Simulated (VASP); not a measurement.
# LiPb2O3 (P6/mmm) in VASP: notebook

LiPb2O3 is run at these levels: PBE; tasks: single point, relaxation of cell and atoms.

All numbers are computed with VASP 6.6.1; they aren't measurements. Logs are shortened: lines on timing, memory, paths and dates and some standing lists are left out, and cuts for length are marked.

**1. The cell of the first run**

It takes space group P6/mmm (No. 191, hexagonal). The conventional cell has a = 6.293 Å, b = 6.293 Å, c = 3.295 Å, α = 90.00°, β = 90.00°, γ = 120.00°. Within 4.3 Å of Li (site symmetry 6/mmm) lie 2 Li at 3.29 Å and 12 O at 3.55 Å and 6 Pb at 3.63 Å. Pb (site symmetry -6m2) has 6 O at 2.45 Å and 2 Pb at 3.29 Å within 3.3 Å. Within 3.3 Å of O (site symmetry mmm) lie 4 Pb at 2.45 Å and 6 O at 3.15 to 3.29 Å.

**2. Single point, PBE**

File INCAR:

```
PREC = Accurate ; ENCUT = 520
EDIFF = 1E-7 ; ISMEAR = 0
SIGMA = 0.1 ; LREAL = F
LASPH = T ; NELM = 60
ALGO = Normal ; ISIF = 2
LWAVE = F ; LCHARG = F
GGA = PE ; NBANDS = 34
```

File KPOINTS:

```
Automatic mesh
0
Gamma
  6 6 6
```

File POSCAR:

```
LiPb2O3
1.0
    6.2932147993      0.0000000000      0.0000000000
   -3.1466073997      5.4500838877      0.0000000000
    0.0000000000      0.0000000000      3.2948646871
Li Pb O
1 2 3
Direct
    0.0000000000      0.0000000000      0.0000000000
    0.3333333333      0.6666666667      0.0000000000
    0.6666666667      0.3333333333      0.0000000000
    0.5000000000      0.0000000000      0.5000000000
    0.5000000000      0.5000000000      0.5000000000
    0.0000000000      0.5000000000      0.5000000000
```

Potentials or basis: VASP PAW PBE potentials, release 64 (Li_sv, Pb_d, O).

Command:

```console
cat potpaw_PBE.64/Li_sv/POTCAR potpaw_PBE.64/Pb_d/POTCAR potpaw_PBE.64/O/POTCAR > POTCAR
mpirun -np 1 vasp_std > vasp.out
```

OUTCAR:

```text
PREC = Accurate
   ENCUT = 520
   EDIFF = 1E-7
   ISMEAR = 0
   LREAL = F
   LASPH = T
   NELM = 60
   ISIF = 2
   GGA = PE

 ion  position               nearest neighbor table
   1  0.000  0.000  0.000-
   2  0.333  0.667  0.000-   6 2.45   6 2.45   4 2.45   4 2.45   5 2.45   5 2.45   3 3.63   3 3.63
                             3 3.63
   3  0.667  0.333  0.000-   6 2.45   6 2.45   4 2.45   4 2.45   5 2.45   5 2.45   2 3.63   2 3.63
                             2 3.63
   4  0.500  0.000  0.500-   2 2.45   3 2.45   2 2.45   3 2.45
   5  0.500  0.500  0.500-   2 2.45   3 2.45   2 2.45   3 2.45
   6  0.000  0.500  0.500-   2 2.45   3 2.45   2 2.45   3 2.45

  LATTYP: Found a hexagonal cell.
 ALAT       =     6.2932147993
 C/A-ratio  =     0.5235582754

  Lattice vectors:

 A1 = (   6.2932147993,   0.0000000000,   0.0000000000)
 A2 = (  -3.1466073997,   5.4500838877,   0.0000000000)
 A3 = (   0.0000000000,   0.0000000000,   3.2948646871)

Analysis of symmetry for initial positions (statically):
=====================================================================
 Subroutine PRICEL returns:
 Original cell was already a primitive cell.

 Routine SETGRP: Setting up the symmetry group for a
 hexagonal supercell.

 Subroutine GETGRP returns: Found 24 space group operations
 (whereof 24 operations were pure point group operations)
 out of a pool of 24 trial point group operations.

The static configuration has the point symmetry D_6h.

Analysis of symmetry for dynamics (positions and initial velocities):
=====================================================================
 Subroutine PRICEL returns:
 Original cell was already a primitive cell.

 Routine SETGRP: Setting up the symmetry group for a
 hexagonal supercell.

 Subroutine GETGRP returns: Found 24 space group operations
 (whereof 24 operations were pure point group operations)
 out of a pool of 24 trial point group operations.

The dynamic configuration has the point symmetry D_6h.

 Subroutine INISYM returns: Found 24 space group operations
 (whereof 24 operations are pure point group operations),
 and found     1 'primitive' translations

----------------------------------------------------------------------------------------

                                     Primitive cell

  volume of cell :     113.0091

  direct lattice vectors                    reciprocal lattice vectors
     6.293214799  0.000000000  0.000000000     0.158901298  0.091741707  0.000000000
    -3.146607400  5.450083888  0.000000000     0.000000000  0.183483414  0.000000000
     0.000000000  0.000000000  3.294864687     0.000000000  0.000000000  0.303502600

  length of vectors
     6.293214799  6.293214799  3.294864687     0.183483414  0.183483414  0.303502600

  position of ions in fractional coordinates (direct lattice)
     0.000000000  0.000000000  0.000000000
     0.333333333  0.666666667  0.000000000
     0.666666667  0.333333333  0.000000000
     0.500000000  0.000000000  0.500000000
     0.500000000  0.500000000  0.500000000
     0.000000000  0.500000000  0.500000000

  ion indices of the primitive-cell ions
   primitive index   ion index
                 1           1
                 2           2
                 3           3
                 4           4
                 5           5
                 6           6

----------------------------------------------------------------------------------------

 KPOINTS: Automatic mesh

Automatic generation of k-mesh.
 Grid dimensions read from file:
 generate k-points for:    6    6    6

 Generating k-lattice:

  Cartesian coordinates                     Fractional coordinates (reciprocal lattice)
     0.026483550  0.015290285  0.000000000     0.166666667  0.000000000  0.000000000
     0.000000000  0.030580569  0.000000000     0.000000000  0.166666667  0.000000000
     0.000000000  0.000000000  0.050583767     0.000000000  0.000000000  0.166666667

  Length of vectors
     0.030580569  0.030580569  0.050583767

  Shift w.r.t. Gamma in fractional coordinates (k-lattice)
     0.000000000  0.000000000  0.000000000

 Subroutine IBZKPT returns following result:
 ===========================================

 Found     28 irreducible k-points:

 Following reciprocal coordinates:
            Coordinates               Weight
  0.000000  0.000000  0.000000      1.000000
  0.166667  0.000000  0.000000      6.000000
  0.333333  0.000000  0.000000      6.000000
  0.500000  0.000000  0.000000      3.000000
  0.166667  0.166667  0.000000      6.000000
  0.333333  0.166667  0.000000     12.000000
[... 16 lines left out ...]
  0.166667  0.000000  0.500000      6.000000
  0.333333  0.000000  0.500000      6.000000
 [... further k-points ...]
   k-points           NKPTS =     28   k-points in BZ     NKDIM =     28   number of bands    NBANDS=     34
   number of dos      NEDOS =    301   number of ions     NIONS =      6
   total plane-waves  NPLWV =  64512
   dimension x,y,z NGX =    48 NGY =   48 NGZ =   28
   dimension x,y,z NGXF=    96 NGYF=   96 NGZF=   56
   ions per type =               1   2   3
   NGX,Y,Z   is equivalent  to a cutoff of  12.68, 12.68, 14.13 a.u.
   NGXF,Y,Z  is equivalent  to a cutoff of  25.36, 25.36, 28.26 a.u.
 SYSTEM =  unknown system
   PREC   = accura    normal or accurate (medium, high low for compatibility)
   ISTART =      0    job   : 0-new  1-cont  2-samecut
   ICHARG =      2    charge: 1-file 2-atom 10-const
   ISPIN  =      1    spin polarized calculation?
   LNONCOLLINEAR =      F non collinear calculations
   LSORBIT =      F    spin-orbit coupling
   LASPH  =      T    aspherical Exc in radial PAW
   ENCUT  =  520.0 eV  38.22 Ry    6.18 a.u.  11.70 11.70  6.13*2*pi/ulx,y,z
   NELM   =     60;   NELMIN=  2; NELMDL= -5     # of ELM steps
   EDIFF  = 0.1E-06   stopping-criterion for ELM
   LREAL  =      F    real-space projection
   EDIFFG = 0.1E-05   stopping-criterion for IOM
   NSW    =      0    number of steps for IOM
   IBRION =     -1    ionic relax: 0-MD 1-quasi-New 2-CG
   NFREE  =      0    steps in history (QN), initial steepest desc. (CG)
   ISIF   =      2    stress and relaxation
   ISYM   =      2    0-nonsym 1-usesym 2-fastsym
   POTIM  = 0.5000    time-step for ionic-motion
   TEBEG  =    0.0;   TEEND  =   0.0 temperature during run
   PSTRESS=    0.0 pullay stress
   NELECT =      49.0000    total number of electrons
   NUPDOWN=      -1.0000    fix difference up-down
   EMIN   =  10.00;   EMAX   =-10.00  energy-range for DOS
   EFERMI =   0.00;   METHOD = LEGACY
   ISMEAR =     0;   SIGMA  =   0.10  broadening in eV -4-tet -1-fermi 0-gaus
   EFERMI_NEDOS =   21; number of points for ismear=-14 and -15
   IALGO  =     38    algorithm
   IMIX   =      4    mixing-type and parameters
     AMIX     =   0.40;   BMIX     =  1.00
     AMIX_MAG =   1.60;   BMIX_MAG =  1.00
  volume/ion in A,a.u.               =      18.83       127.10
  Fermi-wavevector in a.u.,A,eV,Ry     =   1.239089  2.341538 20.889582  1.535341
  Thomas-Fermi vector in A             =   2.373587
   LORBIT       =      0    0 simple, 1 ext, 2 COOP (PROOUT), +10 PAW based schemes
   GGA     = PE    functional components
   LHFCALC =     F    Hartree Fock is set to
   AEXX    =    0.0000 exact exchange contribution
   IVDW    =     0    specifies the selected vdW correction
   LEPSILON=     F    determine dielectric tensor
   LRPA    =     F    only Hartree local field effects (RPA)
 non-spin polarized calculation
 Gauss-broadening in eV      SIGMA  =   0.10
  energy-cutoff  :      520.00
  volume of cell :      113.01
 maximum number of plane-waves:      3060
 NGX is ok and might be reduce to    48
   NGX = 23   NGY = 23   NGZ = 13

 number of electron      49.0000003 magnetization

 Free energy of the ion-electron system (eV)
  ---------------------------------------------------
  ext. energy  EPLUGINS =         0.00000000
  ---------------------------------------------------
  free energy    TOTEN  =       -27.93239359 eV

  energy without entropy =      -27.90352902  energy(sigma->0) =      -27.91796130

 E-fermi :   4.3476     XC(G=0):  -9.0609

 val. band max:        4.3437379440   @ k =   0.3333   0.1667   0.1667
 cond. band min:       4.3555035144   @ k =   0.5000   0.0000   0.1667
 fundamental gap:      0.0117655703
 Fermi energy:         4.3475805564

 k-point     1 :       0.0000    0.0000    0.0000
  band No.  band energies     occupation
      1     -45.3642      2.00000
      2     -13.7729      2.00000
      3     -13.2415      2.00000
      4     -13.2415      2.00000
      5     -12.1217      2.00000
      6     -12.0424      2.00000
[... 26 lines left out ...]
     33      12.8614      0.00000
     34      13.1275      0.00000

 k-point     2 :       0.1667    0.0000    0.0000
  band No.  band energies     occupation
      1     -45.3642      2.00000
      2     -13.7417      2.00000
      3     -13.2725      2.00000
      4     -13.2425      2.00000
      5     -12.1259      2.00000
      6     -12.0715      2.00000
[... 26 lines left out ...]
     33      12.3651      0.00000
     34      13.1125      0.00000

 k-point     3 :       0.3333    0.0000    0.0000
  band No.  band energies     occupation
      1     -45.3642      2.00000
      2     -13.6609      2.00000
      3     -13.3533      2.00000
      4     -13.2444      2.00000
      5     -12.1350      2.00000
      6     -12.1033      2.00000
[... 26 lines left out ...]
     33      12.6816      0.00000
     34      13.1118      0.00000
[... 704 lines left out ...]
 k-point    23 :       0.1667    0.0000    0.5000
  band No.  band energies     occupation
      1     -45.3622      2.00000
      2     -13.5684      2.00000
      3     -13.5492      2.00000
      4     -13.1175      2.00000
      5     -12.0186      2.00000
      6     -12.0116      2.00000
[... 26 lines left out ...]
     33      11.6494      0.00000
     34      12.5128      0.00000

 k-point    24 :       0.3333    0.0000    0.5000
  band No.  band energies     occupation
      1     -45.3622      2.00000
      2     -13.5707      2.00000
      3     -13.4996      2.00000
      4     -13.2284      2.00000
      5     -12.0330      2.00000
      6     -12.0156      2.00000
[... 26 lines left out ...]
     33      10.9121      0.00000
     34      12.5133      0.00000

 [... further k-points ...]
[... 5 lines left out ...]
  --------------------------------------------------------------------------------------
  -------------------------------------------------------------------------------------
  Total        0.0071527      0.0071527     -0.0508288     -0.0000000      0.0000000      0.0000000
  in kB        0.1014061      0.1014061     -0.7206211     -0.0000000      0.0000000      0.0000000
  external PRESSURE =      -0.1726029 kB  Pullay stress =       0.0000000 kB

 VOLUME and BASIS-vectors are now :
 -----------------------------------------------------------------------------
  energy-cutoff  :      520.00
  volume of cell :      113.01
      direct lattice vectors                 reciprocal lattice vectors
     6.293214799  0.000000000  0.000000000     0.158901298  0.091741707  0.000000000
    -3.146607400  5.450083888  0.000000000     0.000000000  0.183483414  0.000000000
     0.000000000  0.000000000  3.294864687     0.000000000  0.000000000  0.303502600

 POSITION                                       TOTAL-FORCE (eV/Angst)
 -----------------------------------------------------------------------------------
      0.00000      0.00000      0.00000         0.000000      0.000000      0.000000
     -0.00000      3.63339      0.00000        -0.000000      0.000000      0.000000
      3.14661      1.81669      0.00000        -0.000000     -0.000000      0.000000
      3.14661      0.00000      1.64743         0.000000      0.000000      0.000000
      1.57330      2.72504      1.64743         0.000000      0.000000      0.000000
     -1.57330      2.72504      1.64743         0.000000      0.000000      0.000000
 -----------------------------------------------------------------------------------
    total drift:                               -0.000000      0.000000     -0.000000

  FREE ENERGIE OF THE ION-ELECTRON SYSTEM (eV)
  ---------------------------------------------------
  free  energy   TOTEN  =       -27.9323935879 eV

  energy  without entropy=      -27.9035290205  energy(sigma->0) =      -27.91796130
```

It took 3.8 min on 1 thread of Intel Xeon 8259CL, shared host; peak memory 0.29 GiB.

What came out:

```yaml
Free_energy: -27.9324 eV
Band_gap_on_the_k_mesh: zero (an odd number of electrons rules out a gap without spin polarisation)
```

Levels at points of the mesh, in eV from the Fermi level:
```csv
k point,band 21,band 22,band 23,band 24,band 25,band 26,band 27,band 28
"(0.00, 0.00, 0.00)",-2.03,-1.93,-1.93,-1.68,0.37,1.33,2.00,2.00
"(0.50, 0.00, 0.00)",-2.35,-1.94,-1.83,-1.82,-0.27,1.13,1.72,3.04
"(0.00, 0.00, 0.50)",-2.65,-1.71,-1.71,-1.45,1.18,1.33,2.13,2.13
"(0.50, 0.00, 0.50)",-2.19,-2.08,-2.07,-1.62,-0.34,2.14,2.26,3.15
```

Caveat: the cutoff is under 1.25 times the usual one of these potentials, so pressure, stress and relaxed cells hold a basis-set (Pulay) error; spin-orbit coupling is left out, which moves the levels of the heavy elements; an odd number of electrons without spin polarisation forces a metal; a magnetic or distorted state may lie lower.

**3. Relaxation of cell and atoms, PBE**

This run uses another cell than the first one, of 15.79 Å³/atom.

File INCAR:

```
PREC     = Accurate       # precision mode
ENCUT    = 600            # plane-wave cutoff, eV
EDIFF    = 1E-7           # SCF threshold, eV
ISMEAR   = 0              # smearing method
SIGMA    = 0.1            # smearing width, eV
LREAL    = False          # projectors in reciprocal space
LASPH    = True           # aspherical terms in the spheres
NELM     = 100            # most SCF steps
ALGO     = Normal         # electronic algorithm
ISIF     = 3              # what is computed and relaxed
LWAVE    = False          # write WAVECAR
LCHARG   = False          # write CHGCAR
GGA      = PE             # functional
IBRION   = 2              # ionic algorithm
NSW      = 90             # ionic steps
EDIFFG   = -0.04          # ionic threshold
```

File KPOINTS:

```
regular mesh
0
Gamma
  6 6 6
```

POSCAR: that of step 2 with these lines changed.

```diff
@@ -2,5 +2,5 @@
 1.0
-    6.2932147993      0.0000000000      0.0000000000
-   -3.1466073997      5.4500838877      0.0000000000
-    0.0000000000      0.0000000000      3.2948646871
+    5.6428615471      0.0000000000      0.0000000000
+   -2.8214307736      4.8868614498      0.0000000000
+    0.0000000000      0.0000000000      3.4360393018
 Li Pb O
```

Potentials or basis: VASP PAW PBE potentials, release 64 (Li_sv, Pb_d, O).

Command:

```console
cat potpaw_PBE.64/Li_sv/POTCAR potpaw_PBE.64/Pb_d/POTCAR potpaw_PBE.64/O/POTCAR > POTCAR
mpirun -np 1 vasp_std > vasp.out
```

Wall time 11 min (1 thread of Intel Xeon 8259CL, shared host); peak memory 0.31 GiB.

Results (log left out):

- Free energy: -27.9153 eV
- Relaxed volume: 18.85 Å³/atom
- Relaxed cell: a = 6.299 Å, b = 6.299 Å, c = 3.292 Å, α = 90.00°, β = 90.00°, γ = 120.00°
- Space group after relaxing (to 0.1 Å): P6/mmm (No. 191)
- Energy gained by relaxing: 174.2 meV/atom
- Ionic steps: 5
- Pressure after relaxing: -0.1 GPa
- Band gap on the k mesh: zero (an odd number of electrons rules out a gap without spin polarisation)

Stress tensor (GPa, compression positive):
```
-0.16  0.00  0.00
 0.00 -0.16  0.00
 0.00  0.00 -0.01
```

The path:
```csv
step,energy change (eV),largest force (eV/Å),pressure (GPa),volume (Å³)
1,0.0000,0.0000,11.88,94.75
2,-0.8706,0.0000,-0.98,111.55
3,-0.8880,0.0000,-3.04,115.99
4,-0.8899,0.0000,-2.60,114.98
5,-1.0455,0.0000,-0.11,113.13
```

Final structure:
```
Li Pb O
1.0
     6.29889    0.00000    0.00000
    -3.14945    5.45500    0.00000
     0.00000    0.00000    3.29235
Li Pb O
1 2 3
Direct
  0.00000 0.00000 0.00000
  0.33333 0.66667 0.00000
  0.66667 0.33333 0.00000
  0.50000 0.00000 0.50000
  0.50000 0.50000 0.50000
  0.00000 0.50000 0.50000
```

Levels at points of the mesh, in eV from the Fermi level:
| k point | band 21 | band 22 | band 23 | band 24 | band 25 | band 26 | band 27 | band 28 |
| --- | --- | --- | --- | --- | --- | --- | --- | --- |
| (0.00, 0.00, 0.00) | -2.04 | -1.93 | -1.93 | -1.69 | 0.36 | 1.33 | 2.01 | 2.01 |
| (0.50, 0.00, 0.00) | -2.34 | -1.93 | -1.83 | -1.83 | -0.27 | 1.12 | 1.73 | 3.03 |
| (0.00, 0.00, 0.50) | -2.65 | -1.72 | -1.72 | -1.45 | 1.18 | 1.33 | 2.14 | 2.14 |
| (0.50, 0.00, 0.50) | -2.18 | -2.08 | -2.07 | -1.62 | -0.34 | 2.15 | 2.25 | 3.16 |

Caveat: the cutoff is under 1.25 times the usual one of these potentials, so pressure, stress and relaxed cells hold a basis-set (Pulay) error; the volume moved by over 15 % at a fixed basis, so the end points are rough; spin-orbit coupling is left out, which moves the levels of the heavy elements; an odd number of electrons without spin polarisation forces a metal; a magnetic or distorted state may lie lower.
